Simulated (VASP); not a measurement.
# ScTa2 (P6/mmm) in VASP: further runs, part 2 of 2

VASP 6.6.1.

## Step 6: Relaxation of cell and atoms, PBE

This run uses another cell than the first one, of 19.90 Å³/atom, 1.285 times its volume.

Input file INCAR:

```
SYSTEM = ScTa2
PREC = Accurate
ENCUT = 600
EDIFF = 1E-6
ISMEAR = 0
SIGMA = 0.1
LREAL = .False.
LASPH = .True.
NELM = 100
ALGO = Fast
ISIF = 3
LWAVE = .False.
LCHARG = .False.
GGA = PE
IBRION = 2
NSW = 90
EDIFFG = -0.04
```

Input file KPOINTS:

```
Automatic mesh
0
Gamma
  6 6 6
  0 0 0
```

Input file POSCAR:

```
ScTa2
1.0
    4.8294858363      0.0000000000      0.0000000000
   -2.4147429181      4.1824574214      0.0000000000
    0.0000000000      0.0000000000      2.9551691785
Sc Ta
1 2
Direct
    0.0000000000      0.0000000000      0.0000000000
    0.6666666667      0.3333333333      0.5000000000
    0.3333333333      0.6666666667      0.5000000000
```

Potentials or basis: VASP PAW PBE potentials, release 64 (Sc_sv, Ta_pv).

Command:

```
$ cat potpaw_PBE.64/Sc_sv/POTCAR potpaw_PBE.64/Ta_pv/POTCAR > POTCAR
$ mpirun -np 1 vasp_std > vasp.out
```

OUTCAR:

```text
SYSTEM = ScTa2
   PREC = Accurate
   ENCUT = 600
   EDIFF = 1E-6
   ISMEAR = 0
   LREAL = .False.
   LASPH = .True.
   NELM = 100
   ISIF = 3
   GGA = PE
   IBRION = 2
   NSW = 90
   EDIFFG = -0.04

 ion  position               nearest neighbor table
   1  0.000  0.000  0.000-   2 3.16   3 3.16   2 3.16   3 3.16   3 3.16   3 3.16   2 3.16   2 3.16
                             2 3.16   2 3.16   3 3.16   3 3.16
   2  0.667  0.333  0.500-   3 2.79   3 2.79   3 2.79   1 3.16   1 3.16   1 3.16   1 3.16   1 3.16
                             1 3.16
   3  0.333  0.667  0.500-   2 2.79   2 2.79   2 2.79   1 3.16   1 3.16   1 3.16   1 3.16   1 3.16
                             1 3.16

  LATTYP: Found a hexagonal cell.
 ALAT       =     4.8294858363
 C/A-ratio  =     0.6119014070

  Lattice vectors:

 A1 = (   4.8294858363,   0.0000000000,   0.0000000000)
 A2 = (  -2.4147429181,   4.1824574214,   0.0000000000)
 A3 = (   0.0000000000,   0.0000000000,   2.9551691785)

Analysis of symmetry for initial positions (statically):
=====================================================================
 Subroutine PRICEL returns:
 Original cell was already a primitive cell.

 Routine SETGRP: Setting up the symmetry group for a
 hexagonal supercell.

 Subroutine GETGRP returns: Found 24 space group operations
 (whereof 24 operations were pure point group operations)
 out of a pool of 24 trial point group operations.

The static configuration has the point symmetry D_6h.

Analysis of symmetry for dynamics (positions and initial velocities):
=====================================================================
 Subroutine PRICEL returns:
 Original cell was already a primitive cell.

 Routine SETGRP: Setting up the symmetry group for a
 hexagonal supercell.

 Subroutine GETGRP returns: Found 24 space group operations
 (whereof 24 operations were pure point group operations)
 out of a pool of 24 trial point group operations.

The dynamic configuration has the point symmetry D_6h.

 Subroutine INISYM returns: Found 24 space group operations
 (whereof 24 operations are pure point group operations),
 and found     1 'primitive' translations

----------------------------------------------------------------------------------------

                                     Primitive cell

  volume of cell :      59.6918

  direct lattice vectors                    reciprocal lattice vectors
     4.829485836  0.000000000  0.000000000     0.207061380  0.119546943  0.000000000
    -2.414742918  4.182457421  0.000000000     0.000000000  0.239093886  0.000000000
     0.000000000  0.000000000  2.955169178     0.000000000  0.000000000  0.338390102

  length of vectors
     4.829485836  4.829485836  2.955169178     0.239093886  0.239093886  0.338390102

  position of ions in fractional coordinates (direct lattice)
     0.000000000  0.000000000  0.000000000
     0.666666667  0.333333333  0.500000000
     0.333333333  0.666666667  0.500000000
[... 104 lines left out ...]
   LHFCALC =     F    Hartree Fock is set to
   AEXX    =    0.0000 exact exchange contribution
   IVDW    =     0    specifies the selected vdW correction
   LEPSILON=     F    determine dielectric tensor
   LRPA    =     F    only Hartree local field effects (RPA)
 conjugate gradient relaxation of ions
 non-spin polarized calculation
 RMM-DIIS sequential band-by-band and
 Gauss-broadening in eV      SIGMA  =   0.10
  energy-cutoff  :      600.00
  volume of cell :       59.69
 maximum number of plane-waves:      2028
 NGX is ok and might be reduce to    40
   NGX = 19   NGY = 19   NGZ = 11

--------------------------------------- Ionic step        1  -------------------------------------------

 number of electron      33.0000000 magnetization

 Free energy of the ion-electron system (eV)
  ---------------------------------------------------
  ext. energy  EPLUGINS =         0.00000000
  ---------------------------------------------------
  free energy    TOTEN  =       -29.38140858 eV

  energy without entropy =      -29.36800877  energy(sigma->0) =      -29.37470868

------------------------ aborting loop because EDIFF is reached ----------------------------------------

  FORCE on cell =-STRESS in cart. coord.  units (eV):
  Direction    XX          YY          ZZ          XY          YZ          ZX
  --------------------------------------------------------------------------------------
  -------------------------------------------------------------------------------------
  Total        0.3965658      0.3965658     -0.7965650      0.0000000      0.0000000      0.0000000
  in kB       10.6441509     10.6441509    -21.3804591      0.0000000      0.0000000      0.0000000
  external PRESSURE =      -0.0307191 kB  Pullay stress =       0.0000000 kB

 VOLUME and BASIS-vectors are now :
 -----------------------------------------------------------------------------
  energy-cutoff  :      600.00
  volume of cell :       59.69
      direct lattice vectors                 reciprocal lattice vectors
     4.829485836  0.000000000  0.000000000     0.207061380  0.119546943  0.000000000
    -2.414742918  4.182457421  0.000000000     0.000000000  0.239093886  0.000000000
     0.000000000  0.000000000  2.955169178     0.000000000  0.000000000  0.338390102

 POSITION                                       TOTAL-FORCE (eV/Angst)
 -----------------------------------------------------------------------------------
      0.00000      0.00000      0.00000        -0.000000      0.000000      0.000000
      2.41474      1.39415      1.47758        -0.000000     -0.000000     -0.000000
     -0.00000      2.78830      1.47758         0.000000      0.000000      0.000000
 -----------------------------------------------------------------------------------
    total drift:                                0.000000     -0.000000      0.000000

  FREE ENERGIE OF THE ION-ELECTRON SYSTEM (eV)
  ---------------------------------------------------
  free  energy   TOTEN  =       -29.3814085829 eV

  energy  without entropy=      -29.3680087746  energy(sigma->0) =      -29.37470868

--------------------------------------- Ionic step        2  -------------------------------------------

 number of electron      33.0000000 magnetization

 Free energy of the ion-electron system (eV)
  ---------------------------------------------------
  ext. energy  EPLUGINS =         0.00000000
  ---------------------------------------------------
  free energy    TOTEN  =       -29.38776442 eV

  energy without entropy =      -29.37370191  energy(sigma->0) =      -29.38073317

 E-fermi :   5.1258     XC(G=0): -11.6596

 val. band max:        5.1126012976   @ k =   0.3333   0.3333   0.1667
 cond. band min:       5.1446966462   @ k =   0.5000  -0.0000   0.3333
 fundamental gap:      0.0320953486
 Fermi energy:         5.1258266641

 k-point     1 :       0.0000    0.0000    0.0000
  band No.  band energies     occupation
      1     -44.0962      2.00000
      2     -29.3510      2.00000
      3     -29.3510      2.00000
      4     -28.7323      2.00000
      5     -28.7323      2.00000
      6     -28.7319      2.00000
[... 541 lines left out ...]
     19       6.1741      0.00000
     20       6.6519      0.00000

 [... further k-points ...]
[... 5 lines left out ...]
  --------------------------------------------------------------------------------------
  -------------------------------------------------------------------------------------
  Total       -0.1147132     -0.1147132      0.0966722     -0.0000000     -0.0000000      0.0000000
  in kB       -3.0795452     -3.0795452      2.5952236     -0.0000000     -0.0000000      0.0000000
  external PRESSURE =      -1.1879556 kB  Pullay stress =       0.0000000 kB

 VOLUME and BASIS-vectors are now :
 -----------------------------------------------------------------------------
  energy-cutoff  :      600.00
  volume of cell :       59.68
      direct lattice vectors                 reciprocal lattice vectors
     4.860284087  0.000000000  0.000000000     0.205749290  0.118789408 -0.000000000
    -2.430142043  4.209129489  0.000000000    -0.000000000  0.237578816 -0.000000000
     0.000000000  0.000000000  2.917315028     0.000000000 -0.000000000  0.342780944

 POSITION                                       TOTAL-FORCE (eV/Angst)
 -----------------------------------------------------------------------------------
      4.86028      0.00000      0.00000        -0.000000      0.000000     -0.000000
      2.43014      1.40304      1.45866        -0.000000      0.000000      0.000000
     -0.00000      2.80609      1.45866         0.000000     -0.000000     -0.000000
 -----------------------------------------------------------------------------------
    total drift:                                0.000000     -0.000000     -0.000000

  FREE ENERGIE OF THE ION-ELECTRON SYSTEM (eV)
  ---------------------------------------------------
  free  energy   TOTEN  =       -29.3877644224 eV

  energy  without entropy=      -29.3737019085  energy(sigma->0) =      -29.38073317

 reached required accuracy - stopping structural energy minimisation
```

CONTCAR:

```text
ScTa2
   1.00000000000000
     4.8602840868662902    0.0000000000003682    0.0000000000000000
    -2.4301420433825074    4.2091294887813291    0.0000000000000000
     0.0000000000000000    0.0000000000000000    2.9173150279577991
  Sc              Ta
     1     2
Direct
     1.0000000000000000    0.0000000000000000    0.0000000000000000
     0.6666666667000030    0.3333333332999970    0.5000000000000000
     0.3333333332999970    0.6666666667000030    0.5000000000000000

  0.00000000E+00  0.00000000E+00  0.00000000E+00
  0.00000000E+00  0.00000000E+00  0.00000000E+00
  0.00000000E+00  0.00000000E+00  0.00000000E+00
```

Wall time 2.1 min (1 thread of AMD EPYC 7R43 (Zen 3), shared host); peak memory 0.18 GiB.

What came out:

| Item | Value |
| --- | --- |
| Free energy | -29.3878 eV |
| Relaxed volume | 19.89 Å³/atom |
| Relaxed cell | a = 4.860 Å, b = 4.860 Å, c = 2.917 Å, α = 90.00°, β = 90.00°, γ = 120.00° |
| Space group after relaxing (to 0.05 Å) | P6/mmm (No. 191) |
| Energy gained by relaxing | 2.1 meV/atom |
| Ionic steps | 2 |
| Pressure after relaxing | -0.1 GPa |

Stress tensor (GPa, compression positive):
```
-0.31  0.00  0.00
 0.00 -0.31  0.00
 0.00  0.00  0.26
```

The path:
| step | energy change (eV) | largest force (eV/Å) | pressure (GPa) | volume (Å³) |
| --- | --- | --- | --- | --- |
| 1 | 0.0000 | 0.0000 | 0.00 | 59.69 |
| 2 | -0.0064 | 0.0000 | -0.12 | 59.68 |

Final structure:
```
Sc Ta
1.0
     4.86028    0.00000    0.00000
    -2.43014    4.20913    0.00000
     0.00000    0.00000    2.91732
Sc Ta
1 2
Direct
  0.00000 0.00000 0.00000
  0.66667 0.33333 0.50000
  0.33333 0.66667 0.50000
```

Caveat: spin-orbit coupling is left out, which moves the levels of the heavy elements.

## Step 7: Summary

```tsv
task	cell	k mesh	cutoff (eV)	gap on the mesh (eV)	pressure (GPa)	relaxed volume (Å³/atom)
single point	a = 3.627, b = 3.627, c = 4.077 Å, angles 90.0, 90.0, 120.0°, 3 atoms	6 × 6 × 4	520	none	102.4	-
single point	a = 4.829, b = 4.829, c = 2.955 Å, angles 90.0, 90.0, 120.0°, 3 atoms	6 × 6 × 4	520	none	0.0	-
single point	a = 4.854, b = 4.854, c = 2.924 Å, angles 90.0, 90.0, 120.0°, 3 atoms	6 × 6 × 6	520	none	-0.1	-
relaxation of cell and atoms	relaxed from a = 3.627, b = 3.627, c = 4.077 Å, angles 90.0, 90.0, 120.0°, 3 atoms	6 × 6 × 4	600	none	0.0	19.88
relaxation of cell and atoms	relaxed from a = 4.829, b = 4.829, c = 2.955 Å, angles 90.0, 90.0, 120.0°, 3 atoms	6 × 6 × 6	600	none	-0.1	19.89
```

Alike in all rows: level PBE; potentials or basis VASP PAW PBE potentials, release 64 (Sc_sv, Ta_pv); no spin polarisation; smearing gaussian 0.1 eV.

Caveats: some runs use coarse meshes; spin-orbit coupling is left out, which moves the levels of the heavy elements; the volume moved by over 15 % at a fixed basis, so the end points are rough (some runs).

Total energies depend on the potentials used, so only differences within one code and one set of settings carry meaning.
